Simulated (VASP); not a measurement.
# Sc12H (a cell with a defect) in VASP: further runs

The runs below take Sc12H (a cell with a defect) through single point, with PBE.

All numbers are computed with VASP 6.6.1; they aren't measurements. Logs are shortened: lines on timing, memory, paths and dates and some standing lists are left out, and cuts for length are marked.

## (1) The cell of the first run

The cell holds a defect, 13 atoms: a = 6.620 Å, b = 9.930 Å, c = 5.276 Å, α = 90.00°, β = 90.00°, γ = 120.00°.

## (2) Single point, PBE

The input, INCAR:

```
SYSTEM = Sc12H
PREC = Accurate
ENCUT = 520
EDIFF = 1E-6
ISMEAR = 0
SIGMA = 0.15
LREAL = .False.
LASPH = .True.
NELM = 100
ALGO = Normal
ISIF = 2
LWAVE = .False.
LCHARG = .False.
GGA = PE
NBANDS = 78
```

The input, KPOINTS:

```
regular mesh
0
Gamma
  4 3 4
  0 0 0
```

The input, POSCAR:

```
Sc12H
1.0
    6.6200000000      0.0000000000      0.0000000000
   -4.9650000000      8.5996320000      0.0000000000
    0.0000000000      0.0000000000      5.2761400000
Sc H
12 1
Direct
   -0.0003390063      0.0000966320      0.0024027035
    0.1680017518      0.2229745412      0.5025052406
   -0.0001166239      0.3338849848      0.0027711547
    0.1603837113      0.5533960058      0.5007825797
   -0.0005359240      0.6659941960      0.0022421695
    0.1670487408      0.8898164480      0.5023608168
    0.5000274406     -0.0004808345      0.0023932269
    0.6646844492      0.2212666775      0.5025224880
    0.5009358289      0.3341589501      0.0024713143
    0.6693981505      0.5535141504      0.5005974064
    0.5001614166      0.6669809824     -0.0121143487
    0.6709518973      0.8946563062      0.5010886747
    0.5005044444      0.6676399641      0.5478110892
```

Potentials or basis: VASP PAW PBE potentials, release 64 (Sc_sv, H).

The run is started by

```console
cat potpaw_PBE.64/Sc_sv/POTCAR potpaw_PBE.64/H/POTCAR > POTCAR
mpirun -np 1 vasp_std > vasp.out
```

OUTCAR:

```text
SYSTEM = Sc12H
   PREC = Accurate
   ENCUT = 520
   EDIFF = 1E-6
   ISMEAR = 0
   LREAL = .False.
   LASPH = .True.
   NELM = 100
   ISIF = 2
   GGA = PE

 ion  position               nearest neighbor table
   1  1.000  0.000  0.002-  12 3.24  12 3.25   6 3.26   6 3.26   2 3.26   2 3.26   7 3.30  11 3.31
                             3 3.31   7 3.32   5 3.32   9 3.32
   2  0.168  0.223  0.503-   9 3.26   9 3.26   3 3.26   1 3.26   1 3.26   3 3.26  12 3.28   8 3.30
                            10 3.30   6 3.31   4 3.31   8 3.32
   3  1.000  0.334  0.003-   4 3.24   4 3.25   2 3.26   2 3.26   8 3.26   8 3.26   5 3.30   9 3.30
                            11 3.31   1 3.31   7 3.31   9 3.32
   4  0.160  0.553  0.501-  13 1.97  11 3.22   3 3.24   5 3.24  10 3.25   5 3.25   3 3.25   8 3.29
                             2 3.31   6 3.32  11 3.33  10 3.37  12 3.38
   5  0.999  0.666  0.002-   4 3.24  10 3.24   4 3.25  10 3.25   6 3.27   6 3.27   9 3.30   3 3.30
                            11 3.31  11 3.31   7 3.31   1 3.32
   6  0.167  0.890  0.502-   1 3.26   1 3.26   7 3.26   7 3.26   5 3.27   5 3.27   8 3.29   2 3.31
                            12 3.31  12 3.31  10 3.32   4 3.32
   7  0.500  1.000  0.002-  12 3.24  12 3.25   8 3.25   8 3.26   6 3.26   6 3.26  11 3.30   1 3.30
                             5 3.31   3 3.31   1 3.32   9 3.32
   8  0.665  0.221  0.503-   7 3.25   7 3.26   9 3.26   9 3.26   3 3.26  12 3.26   3 3.26  10 3.28
                             4 3.29   6 3.29   2 3.30   2 3.32
   9  0.501  0.334  0.002-  10 3.24  10 3.25   2 3.26   2 3.26   8 3.26   8 3.26   5 3.30   3 3.30
                            11 3.31   3 3.32   1 3.32   7 3.32
  10  0.669  0.554  0.501-  13 1.97  11 3.22   9 3.24   5 3.24   4 3.25   9 3.25   5 3.25   8 3.28
                             2 3.30   6 3.32  11 3.33   4 3.37  12 3.38
  11  0.500  0.667  0.988-  10 3.22   4 3.22  12 3.23   7 3.30   1 3.31   9 3.31   5 3.31   3 3.31
                             5 3.31  10 3.33   4 3.33  12 3.34
  12  0.671  0.895  0.501-  13 1.97  11 3.23   7 3.24   1 3.24   7 3.25   1 3.25   8 3.26   2 3.28
                             6 3.31   6 3.31  11 3.34  10 3.38   4 3.38
  13  0.501  0.668  0.548-  10 1.97   4 1.97  12 1.97

  LATTYP: Found a simple monoclinic cell.
 ALAT       =     6.6200000000
 B/A-ratio  =     0.7970000000
 C/A-ratio  =     1.3228756170
 COS(beta)  =    -0.1889822420

  Lattice vectors:

 A1 = (   6.6200000000,   0.0000000000,   0.0000000000)
 A2 = (   0.0000000000,   0.0000000000,   5.2761400000)
 A3 = (  -1.6550000000,  -8.5996320000,   0.0000000000)

Analysis of symmetry for initial positions (statically):
=====================================================================
 Subroutine PRICEL returns:
 Original cell was already a primitive cell.

 Routine SETGRP: Setting up the symmetry group for a
 simple monoclinic supercell.

 Subroutine GETGRP returns: Found  1 space group operations
 (whereof  1 operations were pure point group operations)
 out of a pool of  4 trial point group operations.

The static configuration has the point symmetry C_1 .

Analysis of symmetry for dynamics (positions and initial velocities):
=====================================================================
 Subroutine PRICEL returns:
 Original cell was already a primitive cell.

 Routine SETGRP: Setting up the symmetry group for a
 simple monoclinic supercell.

 Subroutine GETGRP returns: Found  1 space group operations
 (whereof  1 operations were pure point group operations)
 out of a pool of  4 trial point group operations.

The dynamic configuration has the point symmetry C_1 .

 Subroutine INISYM returns: Found  1 space group operations
 (whereof  1 operations are pure point group operations),
 and found     1 'primitive' translations

----------------------------------------------------------------------------------------

                                     Primitive cell

  volume of cell :     300.3683

  direct lattice vectors                    reciprocal lattice vectors
     6.620000000  0.000000000  0.000000000     0.151057402  0.087213034  0.000000000
    -4.965000000  8.599632000  0.000000000     0.000000000  0.116284046  0.000000000
     0.000000000  0.000000000  5.276140000     0.000000000  0.000000000  0.189532499

  length of vectors
     6.620000000  9.929999775  5.276140000     0.174426065  0.116284046  0.189532499

  position of ions in fractional coordinates (direct lattice)
     0.999660994  0.000096632  0.002402704
     0.168001752  0.222974541  0.502505241
     0.999883376  0.333884985  0.002771155
[... 39 lines left out ...]
     0.000000000  0.038761349  0.000000000     0.000000000  0.333333333  0.000000000
     0.000000000  0.000000000  0.047383125     0.000000000  0.000000000  0.250000000

  Length of vectors
     0.043606516  0.038761349  0.047383125

  Shift w.r.t. Gamma in fractional coordinates (k-lattice)
     0.000000000  0.000000000  0.000000000

 Subroutine IBZKPT returns following result:
 ===========================================

 Found     26 irreducible k-points:

 Following reciprocal coordinates:
            Coordinates               Weight
  0.000000  0.000000  0.000000      1.000000
  0.250000  0.000000  0.000000      2.000000
  0.500000  0.000000  0.000000      1.000000
  0.000000  0.333333  0.000000      2.000000
  0.250000  0.333333  0.000000      2.000000
  0.500000  0.333333  0.000000      2.000000
[... 16 lines left out ...]
  0.000000  0.333333  0.500000      2.000000
  0.250000  0.333333  0.500000      2.000000
 [... further k-points ...]
   k-points           NKPTS =     26   k-points in BZ     NKDIM =     26   number of bands    NBANDS=     78
   number of dos      NEDOS =    301   number of ions     NIONS =     13
   total plane-waves  NPLWV = 160000
   dimension x,y,z NGX =    50 NGY =   80 NGZ =   40
   dimension x,y,z NGXF=   100 NGYF=  160 NGZF=   80
   ions per type =              12   1
   NGX,Y,Z   is equivalent  to a cutoff of  12.56, 13.39, 12.60 a.u.
   NGXF,Y,Z  is equivalent  to a cutoff of  25.11, 26.79, 25.21 a.u.
 SYSTEM =  Sc12H
   PREC   = accura    normal or accurate (medium, high low for compatibility)
   ISTART =      0    job   : 0-new  1-cont  2-samecut
   ICHARG =      2    charge: 1-file 2-atom 10-const
   ISPIN  =      1    spin polarized calculation?
   LNONCOLLINEAR =      F non collinear calculations
   LSORBIT =      F    spin-orbit coupling
   LASPH  =      T    aspherical Exc in radial PAW
   ENCUT  =  520.0 eV  38.22 Ry    6.18 a.u.  12.31 18.46  9.81*2*pi/ulx,y,z
   NELM   =    100;   NELMIN=  2; NELMDL= -5     # of ELM steps
   EDIFF  = 0.1E-05   stopping-criterion for ELM
   LREAL  =      F    real-space projection
   EDIFFG = 0.1E-04   stopping-criterion for IOM
   NSW    =      0    number of steps for IOM
   IBRION =     -1    ionic relax: 0-MD 1-quasi-New 2-CG
   NFREE  =      0    steps in history (QN), initial steepest desc. (CG)
   ISIF   =      2    stress and relaxation
   ISYM   =      2    0-nonsym 1-usesym 2-fastsym
   POTIM  = 0.5000    time-step for ionic-motion
   TEBEG  =    0.0;   TEEND  =   0.0 temperature during run
   PSTRESS=    0.0 pullay stress
   NELECT =     133.0000    total number of electrons
   NUPDOWN=      -1.0000    fix difference up-down
   EMIN   =  10.00;   EMAX   =-10.00  energy-range for DOS
   EFERMI =   0.00;   METHOD = LEGACY
   ISMEAR =     0;   SIGMA  =   0.15  broadening in eV -4-tet -1-fermi 0-gaus
   EFERMI_NEDOS =   21; number of points for ismear=-14 and -15
   IALGO  =     38    algorithm
   IMIX   =      4    mixing-type and parameters
     AMIX     =   0.40;   BMIX     =  1.00
     AMIX_MAG =   1.60;   BMIX_MAG =  1.00
  volume/ion in A,a.u.               =      23.11       155.92
  Fermi-wavevector in a.u.,A,eV,Ry     =   1.247788  2.357977 21.183915  1.556974
  Thomas-Fermi vector in A             =   2.381904
   LORBIT       =      0    0 simple, 1 ext, 2 COOP (PROOUT), +10 PAW based schemes
   GGA     = PE    functional components
   LHFCALC =     F    Hartree Fock is set to
   AEXX    =    0.0000 exact exchange contribution
   IVDW    =     0    specifies the selected vdW correction
   LEPSILON=     F    determine dielectric tensor
   LRPA    =     F    only Hartree local field effects (RPA)
 non-spin polarized calculation
 Gauss-broadening in eV      SIGMA  =   0.15
  energy-cutoff  :      520.00
  volume of cell :      300.37
 maximum number of plane-waves:      8108
 NGX is ok and might be reduce to    50
   NGX = 25   NGY = 37   NGZ = 19

 number of electron     133.0000001 magnetization

 Free energy of the ion-electron system (eV)
  ---------------------------------------------------
  ext. energy  EPLUGINS =         0.00000000
  ---------------------------------------------------
  free energy    TOTEN  =       -79.43318660 eV

  energy without entropy =      -79.19434099  energy(sigma->0) =      -79.31376380

 E-fermi :   3.6366     XC(G=0):  -9.8577

 val. band max:        3.6365033375   @ k =   0.0000   0.0000   0.0000
 cond. band min:       3.6380714635   @ k =   0.2500  -0.3333   0.2500
 fundamental gap:      0.0015681260
 Fermi energy:         3.6365645045

 k-point     1 :       0.0000    0.0000    0.0000
  band No.  band energies     occupation
      1     -45.9606      2.00000
      2     -45.8112      2.00000
      3     -45.7848      2.00000
      4     -45.7705      2.00000
      5     -45.7643      2.00000
      6     -45.7597      2.00000
[... 1933 lines left out ...]
     77       4.5887      0.00000
     78       4.6404      0.00000

 [... further k-points ...]
[... 5 lines left out ...]
  --------------------------------------------------------------------------------------
  -------------------------------------------------------------------------------------
  Total        0.9584093      0.8267451     -3.7577188     -0.0349590      0.0224086     -0.0036418
  in kB        5.1121952      4.4098930    -20.0438291     -0.1864725      0.1195283     -0.0194256
  external PRESSURE =      -3.5072470 kB  Pullay stress =       0.0000000 kB

 VOLUME and BASIS-vectors are now :
 -----------------------------------------------------------------------------
  energy-cutoff  :      520.00
  volume of cell :      300.37
      direct lattice vectors                 reciprocal lattice vectors
     6.620000000  0.000000000  0.000000000     0.151057402  0.087213034  0.000000000
    -4.965000000  8.599632000  0.000000000     0.000000000  0.116284046  0.000000000
     0.000000000  0.000000000  5.276140000     0.000000000  0.000000000  0.189532499

 POSITION                                       TOTAL-FORCE (eV/Angst)
 -----------------------------------------------------------------------------------
      6.61728      0.00083      0.01268         0.000879      0.004592     -0.008068
      0.00510      1.91750      2.65129         0.003519      0.006703     -0.003316
      4.96149      2.87129      0.01462        -0.004038     -0.004825     -0.004785
     -1.68587      4.75900      2.64220        -0.000946     -0.005957     -0.036183
      3.30979      5.72730      0.01183         0.000103     -0.002658     -0.013967
     -3.31208      7.65209      2.65053        -0.000454     -0.002333     -0.003808
     -1.65243      8.59550      0.01263        -0.000915      0.000158     -0.007935
      3.30162      1.90281      2.65138        -0.004136     -0.006908     -0.004196
      1.65710      2.87364      0.01304         0.003566      0.000054     -0.007525
      1.68322      4.76002      2.64122         0.001053     -0.005496     -0.037922
     -0.00049      5.73579      5.21222         0.000002      0.000385     -0.149258
     -0.00027      7.69371      2.64381         0.001131      0.009554     -0.031621
     -0.00149      5.74146      2.89033         0.000237      0.006732      0.308582
 -----------------------------------------------------------------------------------
    total drift:                                0.000141      0.000038     -0.001032

  FREE ENERGIE OF THE ION-ELECTRON SYSTEM (eV)
  ---------------------------------------------------
  free  energy   TOTEN  =       -79.4331866049 eV

  energy  without entropy=      -79.1943409878  energy(sigma->0) =      -79.31376380
```

It took 20 min on 1 thread of Intel Xeon Platinum 8259CL at 2.50GHz (Skylake/Cascade Lake), shared host; peak memory 0.65 GiB.

What came out:

* Free energy: -79.4332 eV
* Pressure: -0.4 GPa
* Largest force: 0.309 eV/Å

Forces on the atoms (eV/Å):
```
Sc   0.001  0.005 -0.008
Sc   0.004  0.007 -0.003
Sc  -0.004 -0.005 -0.005
Sc  -0.001 -0.006 -0.036
Sc   0.000 -0.003 -0.014
Sc   0.000 -0.002 -0.004
Sc  -0.001  0.000 -0.008
Sc  -0.004 -0.007 -0.004
Sc   0.004  0.000 -0.008
Sc   0.001 -0.005 -0.038
Sc   0.000  0.000 -0.149
Sc   0.001  0.010 -0.032
H    0.000  0.007  0.309
```

Levels at points of the mesh, in eV from the Fermi level:
```tsv
k point	band 64	band 65	band 66	band 67	band 68	band 69	band 70	band 71	band 72	band 73
(0.00, 0.00, 0.00)	-0.52	-0.48	-0.43	-0.29	-0.28	0.00	0.10	0.36	1.03	1.08
(0.50, 0.00, 0.00)	-0.44	-0.43	-0.38	-0.29	-0.26	0.11	0.19	0.38	0.45	0.94
(0.00, 0.00, 0.50)	0.11	0.13	0.14	0.16	0.18	0.20	0.22	0.66	0.70	0.72
(0.50, 0.00, 0.50)	0.13	0.19	0.26	0.28	0.30	0.33	0.33	0.34	0.35	0.39
```

## (3) Single point, PBE

The input, INCAR:

```
ALGO = Normal ; EDIFF = 1E-7
ENCUT = 520 ; GGA = PE
ISIF = 2 ; ISMEAR = 0
LASPH = True ; LCHARG = True
LELF = True ; LREAL = False
LVHAR = True ; LWAVE = False
NBANDS = 78 ; NELM = 100
PREC = Accurate ; SIGMA = 0.15
```

The input, KPOINTS:

```
k-points
0
Gamma
  4 3 4
```

The input, POSCAR:

```
Sc12H
1.0
    6.6200000000      0.0000000000      0.0000000000
   -4.9650000000      8.5996320000      0.0000000000
    0.0000000000      0.0000000000      5.2761400000
Sc H
12 1
Direct
   -0.0003277598      0.0001798012      0.0035263640
    0.1678706924      0.2229449201      0.5036044253
   -0.0000354901      0.3340984994      0.0043245535
    0.1639351659      0.5548382665      0.5019353733
   -0.0004746296      0.6660144131      0.0034541847
    0.1671196490      0.8899417531      0.5032391454
    0.5001691005     -0.0004368764      0.0035256757
    0.6650401597      0.2215856925      0.5036722795
    0.5012810922      0.3344240729      0.0036776085
    0.6679637640      0.5549300513      0.5015476553
    0.5003144911      0.6671276114     -0.0139758070
    0.6692168241      0.8922680193      0.5023744417
    0.5006124406      0.6677673757      0.5978212001
```

Potentials or basis: VASP PAW PBE potentials, release 64 (Sc_sv, H).

The run is started by

```console
cat potpaw_PBE.64/Sc_sv/POTCAR potpaw_PBE.64/H/POTCAR > POTCAR
mpirun -np 1 vasp_std > vasp.out
```

Run time: 24 min. Hardware: 1 thread of Intel Xeon Platinum 8259CL at 2.50GHz (Skylake/Cascade Lake), shared host; peak memory 0.64 GiB.

Results (log left out):

```yaml
Free_energy: -79.4916 eV
Pressure: -0.3 GPa
Largest_force: 0.026 eV/Å
```

Forces on the atoms (eV/Å):
```
Sc   0.012  0.008 -0.001
Sc  -0.007 -0.001 -0.005
Sc   0.007 -0.009  0.000
Sc  -0.018 -0.010  0.000
Sc  -0.002  0.012 -0.002
Sc   0.001 -0.006 -0.007
Sc  -0.012  0.010 -0.002
Sc   0.008  0.010 -0.002
Sc  -0.007 -0.018 -0.001
Sc   0.019 -0.007 -0.001
Sc   0.000 -0.004  0.026
Sc  -0.001  0.017  0.003
H    0.001 -0.003 -0.007
```

Stress tensor (GPa, compression positive):
```
 0.29 -0.02  0.00
-0.02  0.24  0.01
 0.00  0.01 -1.47
```

Levels at points of the mesh, in eV from the Fermi level:
```
           k point  band 66  band 67  band 68  band 69  band 70  band 71
(0.00, 0.00, 0.00)    -0.43    -0.29    -0.29     0.01     0.09     0.34
(0.50, 0.00, 0.00)    -0.38    -0.30    -0.26     0.12     0.18     0.40
(0.00, 0.00, 0.50)     0.14     0.17     0.18     0.20     0.21     0.63
(0.50, 0.00, 0.50)     0.26     0.29     0.31     0.33     0.33     0.34
```
